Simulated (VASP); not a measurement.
# MgO (t.b) (Fm-3m) in VASP: single point with PBE

Aim: the single point of MgO (t.b) with PBE.

All numbers are computed with VASP 6.6.1; they aren't measurements. Logs are shortened: lines on timing, memory, paths and dates and some standing lists are left out, and cuts for length are marked.

## (1) The cell of the first run

It takes space group Fm-3m (No. 225, cubic). The conventional cell has a = 4.254 Å, b = 4.254 Å, c = 4.254 Å, α = 90.00°, β = 90.00°, γ = 90.00°. Mg (site symmetry m-3m) has 6 O at 2.13 Å within 2.8 Å. O (site symmetry m-3m) has 6 Mg at 2.13 Å within 2.8 Å.

## (2) Single point, PBE

Contents of INCAR:

```
ALGO = Normal ; EDIFF = 1E-6
ENCUT = 600 ; GGA = PE
GGA_COMPAT = F ; ISIF = 2
ISMEAR = 0 ; LASPH = T
LCHARG = F ; LREAL = F
LWAVE = F ; NBANDS = 11
NELM = 120 ; PREC = Accurate
SIGMA = 0.02
```

Contents of KPOINTS:

```
k-points
0
Gamma
  10 10 10
```

Contents of POSCAR:

```
MgO
1.0
    0.0000000000      2.1272184859      2.1272184859
    2.1272184859      0.0000000000      2.1272184859
    2.1272184859      2.1272184859      0.0000000000
Mg O
1 1
Direct
    0.0000000000      0.0000000000      0.0000000000
    0.5000000000      0.5000000000      0.5000000000
```

Potentials or basis: VASP PAW PBE potentials, release 64 (Mg, O).

Command:

```console
> cat potpaw_PBE.64/Mg/POTCAR potpaw_PBE.64/O/POTCAR > POTCAR
> mpirun -np 1 vasp_std > vasp.out
```

OUTCAR:

```text
EDIFF = 1E-6
   ENCUT = 600
   GGA = PE
   ISIF = 2
   ISMEAR = 0
   LASPH = T
   LREAL = F
   NELM = 120
   PREC = Accurate

 ion  position               nearest neighbor table
   1  0.000  0.000  0.000-   2 2.13   2 2.13   2 2.13   2 2.13   2 2.13   2 2.13
   2  0.500  0.500  0.500-   1 2.13   1 2.13   1 2.13   1 2.13   1 2.13   1 2.13

  LATTYP: Found a face centered cubic cell.
 ALAT       =     4.2544369718

  Lattice vectors:

 A1 = (   0.0000000000,   2.1272184859,   2.1272184859)
 A2 = (   2.1272184859,   0.0000000000,   2.1272184859)
 A3 = (   2.1272184859,   2.1272184859,   0.0000000000)

Analysis of symmetry for initial positions (statically):
=====================================================================
 Subroutine PRICEL returns:
 Original cell was already a primitive cell.

 Routine SETGRP: Setting up the symmetry group for a
 face centered cubic supercell.

 Subroutine GETGRP returns: Found 48 space group operations
 (whereof 48 operations were pure point group operations)
 out of a pool of 48 trial point group operations.

The static configuration has the point symmetry O_h .

Analysis of symmetry for dynamics (positions and initial velocities):
=====================================================================
 Subroutine PRICEL returns:
 Original cell was already a primitive cell.

 Routine SETGRP: Setting up the symmetry group for a
 face centered cubic supercell.

 Subroutine GETGRP returns: Found 48 space group operations
 (whereof 48 operations were pure point group operations)
 out of a pool of 48 trial point group operations.

The dynamic configuration has the point symmetry O_h .

 Subroutine INISYM returns: Found 48 space group operations
 (whereof 48 operations are pure point group operations),
 and found     1 'primitive' translations

----------------------------------------------------------------------------------------

                                     Primitive cell

  volume of cell :      19.2516

  direct lattice vectors                    reciprocal lattice vectors
     0.000000000  2.127218486  2.127218486    -0.235048728  0.235048728  0.235048728
     2.127218486  0.000000000  2.127218486     0.235048728 -0.235048728  0.235048728
     2.127218486  2.127218486  0.000000000     0.235048728  0.235048728 -0.235048728

  length of vectors
     3.008341233  3.008341233  3.008341233     0.407116340  0.407116340  0.407116340

  position of ions in fractional coordinates (direct lattice)
     0.000000000  0.000000000  0.000000000
     0.500000000  0.500000000  0.500000000

  ion indices of the primitive-cell ions
   primitive index   ion index
                 1           1
                 2           2

----------------------------------------------------------------------------------------

 KPOINTS: k-points

Automatic generation of k-mesh.
 Grid dimensions read from file:
 generate k-points for:   10   10   10

 Generating k-lattice:

  Cartesian coordinates                     Fractional coordinates (reciprocal lattice)
    -0.023504873  0.023504873  0.023504873     0.100000000  0.000000000  0.000000000
     0.023504873 -0.023504873  0.023504873     0.000000000  0.100000000  0.000000000
     0.023504873  0.023504873 -0.023504873     0.000000000  0.000000000  0.100000000

  Length of vectors
     0.040711634  0.040711634  0.040711634

  Shift w.r.t. Gamma in fractional coordinates (k-lattice)
     0.000000000  0.000000000  0.000000000

 Subroutine IBZKPT returns following result:
 ===========================================

 Found     47 irreducible k-points:

 Following reciprocal coordinates:
            Coordinates               Weight
  0.000000  0.000000  0.000000      1.000000
  0.100000  0.000000  0.000000      8.000000
  0.200000  0.000000  0.000000      8.000000
  0.300000  0.000000  0.000000      8.000000
  0.400000  0.000000  0.000000      8.000000
  0.500000  0.000000  0.000000      4.000000
[... 16 lines left out ...]
  0.300000  0.300000  0.000000      6.000000
  0.400000  0.300000  0.000000     24.000000
 [... further k-points ...]
   k-points           NKPTS =     47   k-points in BZ     NKDIM =     47   number of bands    NBANDS=     11
   number of dos      NEDOS =    301   number of ions     NIONS =      2
   total plane-waves  NPLWV =  13824
   dimension x,y,z NGX =    24 NGY =   24 NGZ =   24
   dimension x,y,z NGXF=    48 NGYF=   48 NGZF=   48
   ions per type =               1   1
   NGX,Y,Z   is equivalent  to a cutoff of  13.26, 13.26, 13.26 a.u.
   NGXF,Y,Z  is equivalent  to a cutoff of  26.53, 26.53, 26.53 a.u.
 SYSTEM =  unknown system
   PREC   = accura    normal or accurate (medium, high low for compatibility)
   ISTART =      0    job   : 0-new  1-cont  2-samecut
   ICHARG =      2    charge: 1-file 2-atom 10-const
   ISPIN  =      1    spin polarized calculation?
   LNONCOLLINEAR =      F non collinear calculations
   LSORBIT =      F    spin-orbit coupling
   LASPH  =      T    aspherical Exc in radial PAW
   ENCUT  =  600.0 eV  44.10 Ry    6.64 a.u.   6.01  6.01  6.01*2*pi/ulx,y,z
   NELM   =    120;   NELMIN=  2; NELMDL= -5     # of ELM steps
   EDIFF  = 0.1E-05   stopping-criterion for ELM
   LREAL  =      F    real-space projection
   EDIFFG = 0.1E-04   stopping-criterion for IOM
   NSW    =      0    number of steps for IOM
   IBRION =     -1    ionic relax: 0-MD 1-quasi-New 2-CG
   NFREE  =      0    steps in history (QN), initial steepest desc. (CG)
   ISIF   =      2    stress and relaxation
   ISYM   =      2    0-nonsym 1-usesym 2-fastsym
   POTIM  = 0.5000    time-step for ionic-motion
   TEBEG  =    0.0;   TEEND  =   0.0 temperature during run
   PSTRESS=    0.0 pullay stress
   NELECT =       8.0000    total number of electrons
   NUPDOWN=      -1.0000    fix difference up-down
   EMIN   =  10.00;   EMAX   =-10.00  energy-range for DOS
   EFERMI =   0.00;   METHOD = LEGACY
   ISMEAR =     0;   SIGMA  =   0.02  broadening in eV -4-tet -1-fermi 0-gaus
   EFERMI_NEDOS =   21; number of points for ismear=-14 and -15
   IALGO  =     38    algorithm
   IMIX   =      4    mixing-type and parameters
     AMIX     =   0.40;   BMIX     =  1.00
     AMIX_MAG =   1.60;   BMIX_MAG =  1.00
  volume/ion in A,a.u.               =       9.63        64.96
  Fermi-wavevector in a.u.,A,eV,Ry     =   1.221657  2.308598 20.305968  1.492447
  Thomas-Fermi vector in A             =   2.356832
   LORBIT       =      0    0 simple, 1 ext, 2 COOP (PROOUT), +10 PAW based schemes
   GGA     = PE    functional components
   LHFCALC =     F    Hartree Fock is set to
   AEXX    =    0.0000 exact exchange contribution
   IVDW    =     0    specifies the selected vdW correction
   LEPSILON=     F    determine dielectric tensor
   LRPA    =     F    only Hartree local field effects (RPA)
 non-spin polarized calculation
 Gauss-broadening in eV      SIGMA  =   0.02
  energy-cutoff  :      600.00
  volume of cell :       19.25
 maximum number of plane-waves:       656
   NGX = 13   NGY = 13   NGZ = 13

 number of electron       8.0000004 magnetization

 Free energy of the ion-electron system (eV)
  ---------------------------------------------------
  ext. energy  EPLUGINS =         0.00000000
  ---------------------------------------------------
  free energy    TOTEN  =       -11.91483261 eV

  energy without entropy =      -11.91483261  energy(sigma->0) =      -11.91483261

 E-fermi :   3.1583     XC(G=0): -10.9372

 val. band max:        2.9633880445   @ k =   0.0000   0.0000   0.0000
 cond. band min:       7.4038787185   @ k =   0.0000   0.0000   0.0000
 fundamental gap:      4.4404906740
 Fermi energy:         3.1582665186

 k-point     1 :       0.0000    0.0000    0.0000
  band No.  band energies     occupation
      1     -14.1482      2.00000
      2       2.9634      2.00000
      3       2.9634      2.00000
      4       2.9634      2.00000
      5       7.4039      0.00000
      6      18.5945      0.00000
      7      18.5945      0.00000
      8      18.5945      0.00000
      9      22.4309      0.00000
     10      24.1728      0.00000
     11      24.1728      0.00000

 k-point     2 :       0.1000    0.0000    0.0000
  band No.  band energies     occupation
      1     -14.0480      2.00000
      2       2.3173      2.00000
      3       2.8995      2.00000
      4       2.8995      2.00000
      5       8.0360      0.00000
      6      17.3528      0.00000
      7      18.8231      0.00000
      8      18.8231      0.00000
      9      23.4001      0.00000
     10      23.4001      0.00000
     11      24.0298      0.00000

 k-point     3 :       0.2000    0.0000    0.0000
  band No.  band energies     occupation
      1     -13.7730      2.00000
      2       1.0261      2.00000
      3       2.7370      2.00000
      4       2.7370      2.00000
      5       9.2349      0.00000
      6      15.8314      0.00000
      7      19.2681      0.00000
      8      19.2681      0.00000
      9      22.7013      0.00000
     10      22.7013      0.00000
     11      24.7476      0.00000

 k-point     4 :       0.3000    0.0000    0.0000
  band No.  band energies     occupation
      1     -13.4032      2.00000
      2      -0.2524      2.00000
      3       2.5460      2.00000
      4       2.5460      2.00000
      5      10.1993      0.00000
      6      15.0876      0.00000
      7      19.3292      0.00000
      8      19.3292      0.00000
      9      23.1539      0.00000
     10      23.1539      0.00000
     11      24.1278      0.00000

 k-point     5 :       0.4000    0.0000    0.0000
  band No.  band energies     occupation
      1     -13.0735      2.00000
      2      -1.1807      2.00000
      3       2.3984      2.00000
      4       2.3984      2.00000
      5      10.6031      0.00000
      6      15.0961      0.00000
      7      19.0871      0.00000
      8      19.0871      0.00000
      9      23.5951      0.00000
     10      24.3808      0.00000
     11      24.3808      0.00000
[... 211 lines left out ...]
 k-point    21 :      -0.3000    0.2000    0.0000
  band No.  band energies     occupation
      1     -12.9986      2.00000
      2      -0.6084      2.00000
      3       1.2193      2.00000
      4       2.3427      2.00000
      5      11.9760      0.00000
      6      14.6754      0.00000
      7      16.8102      0.00000
      8      19.9422      0.00000
      9      22.9645      0.00000
     10      23.6715      0.00000
     11      27.5183      0.00000

 k-point    22 :      -0.2000    0.2000    0.0000
  band No.  band energies     occupation
      1     -13.2929      2.00000
      2      -0.0615      2.00000
      3       1.6751      2.00000
      4       2.5447      2.00000
      5      11.1207      0.00000
      6      14.7054      0.00000
      7      17.7362      0.00000
      8      20.3969      0.00000
      9      21.2180      0.00000
     10      23.9744      0.00000
     11      27.2713      0.00000

 k-point    23 :       0.3000    0.3000    0.0000
  band No.  band energies     occupation
      1     -13.2110      2.00000
      2      -0.1087      2.00000
      3       2.0572      2.00000
      4       2.0572      2.00000
      5      11.5032      0.00000
      6      13.3344      0.00000
      7      17.0650      0.00000
      8      20.5366      0.00000
      9      20.5366      0.00000
     10      26.7726      0.00000
     11      29.7309      0.00000

 k-point    24 :       0.4000    0.3000    0.0000
  band No.  band energies     occupation
      1     -12.9782      2.00000
      2      -0.5145      2.00000
      3       1.7036      2.00000
      4       1.9150      2.00000
      5      12.2429      0.00000
      6      13.0467      0.00000
      7      16.2485      0.00000
      8      20.7494      0.00000
      9      20.9507      0.00000
     10      27.4833      0.00000
     11      29.3429      0.00000

 [... further k-points ...]
[... 5 lines left out ...]
  --------------------------------------------------------------------------------------
  -------------------------------------------------------------------------------------
  Total       -0.1320654     -0.1320654     -0.1320654      0.0000000     -0.0000000      0.0000000
  in kB      -10.9909029    -10.9909029    -10.9909029      0.0000000     -0.0000000      0.0000000
  external PRESSURE =     -10.9909029 kB  Pullay stress =       0.0000000 kB

 VOLUME and BASIS-vectors are now :
 -----------------------------------------------------------------------------
  energy-cutoff  :      600.00
  volume of cell :       19.25
      direct lattice vectors                 reciprocal lattice vectors
     0.000000000  2.127218486  2.127218486    -0.235048728  0.235048728  0.235048728
     2.127218486  0.000000000  2.127218486     0.235048728 -0.235048728  0.235048728
     2.127218486  2.127218486  0.000000000     0.235048728  0.235048728 -0.235048728

 POSITION                                       TOTAL-FORCE (eV/Angst)
 -----------------------------------------------------------------------------------
      0.00000      0.00000      0.00000         0.000000      0.000000      0.000000
      2.12722      2.12722      2.12722        -0.000000     -0.000000     -0.000000
 -----------------------------------------------------------------------------------
    total drift:                               -0.000000     -0.000000      0.000000

  FREE ENERGIE OF THE ION-ELECTRON SYSTEM (eV)
  ---------------------------------------------------
  free  energy   TOTEN  =       -11.9148326067 eV

  energy  without entropy=      -11.9148326067  energy(sigma->0) =      -11.91483261
```

Run time: 14 s. Hardware: 1 thread of Intel Xeon 8259CL, shared host; peak memory 0.15 GiB.

What came out:

```
Free energy            : -11.9148 eV
Pressure               : -1.1 GPa
Band gap on the k mesh : 4.44 eV, direct
```
